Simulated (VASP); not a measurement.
# Ag (P6_3/mmc) in VASP: relaxation of cell and atoms with PBE+D3(BJ)

Aim: the relaxation of cell and atoms of Ag with PBE+D3(BJ).

Program: VASP 6.6.1. These are calculated values, not measurements. Logs are shortened: lines on timing, memory, paths and dates and some standing lists are left out, and cuts for length are marked.

## (1) The cell of the first run

The structure is hexagonal, space group P6_3/mmc (No. 194). The conventional cell has a = 2.911 Å, b = 2.911 Å, c = 9.464 Å, α = 90.00°, β = 90.00°, γ = 120.00°. Ag (site symmetry -3m) has 12 Ag at 2.90 to 2.91 Å within 3.8 Å. Within 3.8 Å of Ag (site symmetry -6m2) lie 12 Ag at 2.90 to 2.91 Å.

This isn't the form of Ag at room conditions, which is fcc.

## (2) Relaxation of cell and atoms, PBE+D3(BJ)

File INCAR:

```
PREC     = Accurate       # precision mode
ENCUT    = 600            # plane-wave cutoff, eV
EDIFF    = 1E-6           # SCF threshold, eV
ISMEAR   = 0              # smearing method
SIGMA    = 0.1            # smearing width, eV
LREAL    = F              # projectors in reciprocal space
LASPH    = T              # aspherical terms in the spheres
NELM     = 80             # most SCF steps
ALGO     = Fast           # electronic algorithm
ISIF     = 3              # what is computed and relaxed
LWAVE    = F              # write WAVECAR
LCHARG   = F              # write CHGCAR
GGA      = PE             # functional
IVDW     = 12             # dispersion correction
IBRION   = 2              # ionic algorithm
NSW      = 100            # ionic steps
EDIFFG   = -0.005         # ionic threshold
```

File KPOINTS:

```
Automatic mesh
0
Gamma
  18 18 6
```

File POSCAR:

```
Ag
1.0
    2.9111314733      0.0000000000      0.0000000000
   -1.4555657366      2.5211138096      0.0000000000
    0.0000000000      0.0000000000      9.4637087400
Ag
4
Direct
    0.0000000000      0.0000000000      0.0000000000
    0.0000000000      0.0000000000      0.5000000000
    0.3333333300      0.6666666700      0.2500000000
    0.6666666700      0.3333333300      0.7500000000
```

Potentials or basis: VASP PAW PBE potentials, release 64 (Ag).

The run is started by

```bash
cat potpaw_PBE.64/Ag/POTCAR > POTCAR
mpirun -np 1 vasp_std > vasp.out
```

OUTCAR:

```text
PREC = Accurate
   ENCUT = 600
   EDIFF = 1E-6
   ISMEAR = 0
   LREAL = F
   LASPH = T
   NELM = 80
   ISIF = 3
   GGA = PE
   IVDW = 12
   IBRION = 2
   NSW = 100
   EDIFFG = -0.005
 IVDW          = 12

 ion  position               nearest neighbor table
   1  0.000  0.000  0.000-   3 2.90   4 2.90   3 2.90   4 2.90   4 2.90   3 2.90
   2  0.000  0.000  0.500-   3 2.90   4 2.90   3 2.90   4 2.90   4 2.90   3 2.90
   3  0.333  0.667  0.250-   1 2.90   2 2.90   1 2.90   2 2.90   1 2.90   2 2.90
   4  0.667  0.333  0.750-   1 2.90   2 2.90   1 2.90   2 2.90   1 2.90   2 2.90

  LATTYP: Found a hexagonal cell.
 ALAT       =     2.9111314733
 C/A-ratio  =     3.2508695766

  Lattice vectors:

 A1 = (   2.9111314733,   0.0000000000,   0.0000000000)
 A2 = (  -1.4555657366,   2.5211138096,   0.0000000000)
 A3 = (   0.0000000000,   0.0000000000,   9.4637087400)

Analysis of symmetry for initial positions (statically):
=====================================================================
 Subroutine PRICEL returns:
 Original cell was already a primitive cell.

 Routine SETGRP: Setting up the symmetry group for a
 hexagonal supercell.

 Subroutine GETGRP returns: Found 24 space group operations
 (whereof 12 operations were pure point group operations)
 out of a pool of 24 trial point group operations.

The static configuration has the point symmetry D_3d.
 The point group associated with its full space group is D_6h.

Analysis of symmetry for dynamics (positions and initial velocities):
=====================================================================
 Subroutine PRICEL returns:
 Original cell was already a primitive cell.

 Routine SETGRP: Setting up the symmetry group for a
 hexagonal supercell.

 Subroutine GETGRP returns: Found 24 space group operations
 (whereof 12 operations were pure point group operations)
 out of a pool of 24 trial point group operations.

The dynamic configuration has the point symmetry D_3d.
 The point group associated with its full space group is D_6h.

 Subroutine INISYM returns: Found 24 space group operations
 (whereof 12 operations are pure point group operations),
 and found     1 'primitive' translations

----------------------------------------------------------------------------------------

                                     Primitive cell

  volume of cell :      69.4569

  direct lattice vectors                    reciprocal lattice vectors
     2.911131473  0.000000000  0.000000000     0.343509048  0.198325041  0.000000000
    -1.455565737  2.521113810  0.000000000     0.000000000  0.396650082  0.000000000
     0.000000000  0.000000000  9.463708740     0.000000000  0.000000000  0.105666819

  length of vectors
     2.911131473  2.911131473  9.463708740     0.396650082  0.396650082  0.105666819

  position of ions in fractional coordinates (direct lattice)
     0.000000000  0.000000000  0.000000000
     0.000000000  0.000000000  0.500000000
     0.333333330  0.666666670  0.250000000
     0.666666670  0.333333330  0.750000000

  ion indices of the primitive-cell ions
   primitive index   ion index
                 1           1
                 2           2
                 3           3
                 4           4

----------------------------------------------------------------------------------------

 KPOINTS: Automatic mesh

Automatic generation of k-mesh.
 Grid dimensions read from file:
 generate k-points for:   18   18    6

 Generating k-lattice:

  Cartesian coordinates                     Fractional coordinates (reciprocal lattice)
     0.019083836  0.011018058  0.000000000     0.055555556 -0.000000000  0.000000000
     0.000000000  0.022036116  0.000000000     0.000000000  0.055555556  0.000000000
     0.000000000  0.000000000  0.017611137     0.000000000  0.000000000  0.166666667

  Length of vectors
     0.022036116  0.022036116  0.017611137

  Shift w.r.t. Gamma in fractional coordinates (k-lattice)
     0.000000000  0.000000000  0.000000000

 Subroutine IBZKPT returns following result:
 ===========================================

 Found    148 irreducible k-points:

 Following reciprocal coordinates:
            Coordinates               Weight
  0.000000  0.000000  0.000000      1.000000
  0.055556  0.000000  0.000000      6.000000
  0.111111  0.000000  0.000000      6.000000
  0.166667  0.000000  0.000000      6.000000
  0.222222  0.000000  0.000000      6.000000
  0.277778  0.000000  0.000000      6.000000
[... 16 lines left out ...]
  0.333333  0.111111  0.000000     12.000000
  0.388889  0.111111  0.000000     12.000000
 [... further k-points ...]
   k-points           NKPTS =    148   k-points in BZ     NKDIM =    148   number of bands    NBANDS=     26
   number of dos      NEDOS =    301   number of ions     NIONS =      4
   total plane-waves  NPLWV =  46080
   dimension x,y,z NGX =    24 NGY =   24 NGZ =   80
   dimension x,y,z NGXF=    48 NGYF=   48 NGZF=  160
   ions per type =               4
   NGX,Y,Z   is equivalent  to a cutoff of  13.71, 13.71, 14.05 a.u.
   NGXF,Y,Z  is equivalent  to a cutoff of  27.41, 27.41, 28.11 a.u.
 SYSTEM =  unknown system
   PREC   = accura    normal or accurate (medium, high low for compatibility)
   ISTART =      0    job   : 0-new  1-cont  2-samecut
   ICHARG =      2    charge: 1-file 2-atom 10-const
   ISPIN  =      1    spin polarized calculation?
   LNONCOLLINEAR =      F non collinear calculations
   LSORBIT =      F    spin-orbit coupling
   LASPH  =      T    aspherical Exc in radial PAW
   ENCUT  =  600.0 eV  44.10 Ry    6.64 a.u.   5.81  5.81 18.90*2*pi/ulx,y,z
   NELM   =     80;   NELMIN=  2; NELMDL= -5     # of ELM steps
   EDIFF  = 0.1E-05   stopping-criterion for ELM
   LREAL  =      F    real-space projection
   EDIFFG = -.5E-02   stopping-criterion for IOM
   NSW    =    100    number of steps for IOM
   IBRION =      2    ionic relax: 0-MD 1-quasi-New 2-CG
   NFREE  =      1    steps in history (QN), initial steepest desc. (CG)
   ISIF   =      3    stress and relaxation
   ISYM   =      2    0-nonsym 1-usesym 2-fastsym
   POTIM  = 0.5000    time-step for ionic-motion
   TEBEG  =    0.0;   TEEND  =   0.0 temperature during run
   PSTRESS=    0.0 pullay stress
   NELECT =      44.0000    total number of electrons
   NUPDOWN=      -1.0000    fix difference up-down
   EMIN   =  10.00;   EMAX   =-10.00  energy-range for DOS
   EFERMI =   0.00;   METHOD = LEGACY
   ISMEAR =     0;   SIGMA  =   0.10  broadening in eV -4-tet -1-fermi 0-gaus
   EFERMI_NEDOS =   21; number of points for ismear=-14 and -15
   IALGO  =     68    algorithm
   IMIX   =      4    mixing-type and parameters
     AMIX     =   0.40;   BMIX     =  1.00
     AMIX_MAG =   1.60;   BMIX_MAG =  1.00
  volume/ion in A,a.u.               =      17.36       117.18
  Fermi-wavevector in a.u.,A,eV,Ry     =   1.406006  2.656966 26.896717  1.976853
  Thomas-Fermi vector in A             =   2.528410
   LORBIT       =      0    0 simple, 1 ext, 2 COOP (PROOUT), +10 PAW based schemes
   GGA     = PE    functional components
   LHFCALC =     F    Hartree Fock is set to
   AEXX    =    0.0000 exact exchange contribution
   IVDW    =    12    specifies the selected vdW correction
   LEPSILON=     F    determine dielectric tensor
   LRPA    =     F    only Hartree local field effects (RPA)
 conjugate gradient relaxation of ions
 non-spin polarized calculation
 RMM-DIIS sequential band-by-band and
 Gauss-broadening in eV      SIGMA  =   0.10
  energy-cutoff  :      600.00
  volume of cell :       69.46
 maximum number of plane-waves:      2346
 NGX is ok and might be reduce to    24
   NGX = 11   NGY = 11   NGZ = 37

--------------------------------------- Ionic step        1  -------------------------------------------

 number of electron      44.0000002 magnetization

 Free energy of the ion-electron system (eV)
  ---------------------------------------------------
  ext. energy  EPLUGINS =         0.00000000
  ---------------------------------------------------
  free energy    TOTEN  =       -10.84933915 eV

  energy without entropy =      -10.84278785  energy(sigma->0) =      -10.84606350

------------------------ aborting loop because EDIFF is reached ----------------------------------------

 Edisp (eV)   -2.31147

 E8    (eV) :    -1.0099

  FORCE on cell =-STRESS in cart. coord.  units (eV):
  Direction    XX          YY          ZZ          XY          YZ          ZX
  --------------------------------------------------------------------------------------
  -------------------------------------------------------------------------------------
  Total      -1.29369    -1.29369    -1.08248    -0.00000     0.00000     0.00000
  in kB     -29.84185   -29.84185   -24.96980    -0.00000     0.00000     0.00000
  external pressure =      -28.22 kB  Pullay stress =        0.00 kB
[... 103 lines left out ...]
  FREE ENERGIE OF THE ION-ELECTRON SYSTEM (eV)
  ---------------------------------------------------
  free  energy   TOTEN  =       -13.1789857342 eV

  energy  without entropy=      -13.1728324927  energy(sigma->0) =      -13.17590911

[... ionic steps 4 to 7 ...]

--------------------------------------- Ionic step        8  -------------------------------------------

 number of electron      43.9999995 magnetization

------------------------ aborting loop because EDIFF is reached ----------------------------------------

 Edisp (eV)   -2.37869

 E8    (eV) :    -1.0395
[... 73 lines left out ...]
  energy  without entropy=      -13.1731149682  energy(sigma->0) =      -13.17615374

--------------------------------------- Ionic step       10  -------------------------------------------

 number of electron      43.9999995 magnetization

 Free energy of the ion-electron system (eV)
  ---------------------------------------------------
  ext. energy  EPLUGINS =         0.00000000
  ---------------------------------------------------
  free energy    TOTEN  =       -10.79843959 eV

  energy without entropy =      -10.79237359  energy(sigma->0) =      -10.79540659

 E-fermi :   8.5549     XC(G=0): -12.2715

 val. band max:        8.5501098143   @ k =   0.2778   0.0556   0.3333
 cond. band min:       8.5715687195   @ k =   0.3889   0.0556   0.0000
 fundamental gap:      0.0214589053
 Fermi energy:         8.5549473963

 k-point     1 :       0.0000    0.0000    0.0000
  band No.  band energies     occupation
      1       0.7303      2.00000
      2       2.1102      2.00000
      3       2.1159      2.00000
      4       2.1225      2.00000
      5       3.7166      2.00000
      6       3.7166      2.00000
[... 685 lines left out ...]
     25      13.6510      0.00000
     26      13.7537      0.00000

 [... further k-points ...]

------------------------ aborting loop because EDIFF is reached ----------------------------------------

 Edisp (eV)   -2.38076

 E8    (eV) :    -1.0404

  FORCE on cell =-STRESS in cart. coord.  units (eV):
  Direction    XX          YY          ZZ          XY          YZ          ZX
  --------------------------------------------------------------------------------------
  -------------------------------------------------------------------------------------
  Total       0.01264     0.01264     0.01222     0.00000    -0.00000     0.00000
  in kB       0.30013     0.30013     0.28994     0.00000    -0.00000     0.00000
  external pressure =        0.30 kB  Pullay stress =        0.00 kB
[... 19 lines left out ...]
  FREE ENERGIE OF THE ION-ELECTRON SYSTEM (eV)
  ---------------------------------------------------
  free  energy   TOTEN  =       -13.1791960716 eV

  energy  without entropy=      -13.1731300770  energy(sigma->0) =      -13.17616307

 reached required accuracy - stopping structural energy minimisation
```

It took 35 min on 1 thread of Intel Xeon Platinum 8259CL at 2.50GHz (Skylake/Cascade Lake), shared host; peak memory 0.4 GiB.

What came out:

```yaml
Free_energy: -13.1792 eV
Relaxed_volume: 16.87 Å³/atom
Relaxed_cell: a = 2.878 Å, b = 2.878 Å, c = 9.407 Å, α = 90.00°, β = 90.00°, γ = 120.00°
Space_group_after_relaxing_to_0.1_Å: P6_3/mmc (No. 194)
Energy_gained_by_relaxing: 4.6 meV/atom
Ionic_steps: 10
Pressure_after_relaxing: 0.0 GPa
Band_gap_on_the_k_mesh: zero (bands 22 and 23 overlap by 6.63 eV)
Dispersion_energy_per_atom: -0.595 eV
```

Step by step:
```
step  energy change (eV)  largest force (eV/Å)  pressure (GPa)  volume (Å³)
   1              0.0000                0.0000           -2.82        69.46
   2             -0.0119                0.0000            1.92        66.43
   3             -0.0182                0.0000            0.31        67.50
   4             -0.0180                0.0000           -0.18        67.68
   5             -0.0181                0.0000           -0.15        67.60
   6             -0.0182                0.0000           -0.06        67.55
   7             -0.0183                0.0000           -0.05        67.55
   8             -0.0184                0.0000           -0.05        67.56
   9             -0.0184                0.0000           -0.05        67.56
  10             -0.0184                0.0000            0.03        67.50
```

Final structure:
```cif
data_structure
_symmetry_space_group_name_H-M 'P 1'
_symmetry_Int_Tables_number 1
_cell_length_a 2.8785
_cell_length_b 2.8785
_cell_length_c 9.4068
_cell_angle_alpha 90.000
_cell_angle_beta 90.000
_cell_angle_gamma 120.000
_cell_volume 67.50
loop_
_atom_site_label
_atom_site_type_symbol
_atom_site_fract_x
_atom_site_fract_y
_atom_site_fract_z
_atom_site_occupancy
Ag1 Ag 0.00000 0.00000 0.00000 1
Ag2 Ag 0.00000 0.00000 0.50000 1
Ag3 Ag 0.33333 0.66667 0.25000 1
Ag4 Ag 0.66667 0.33333 0.75000 1
```
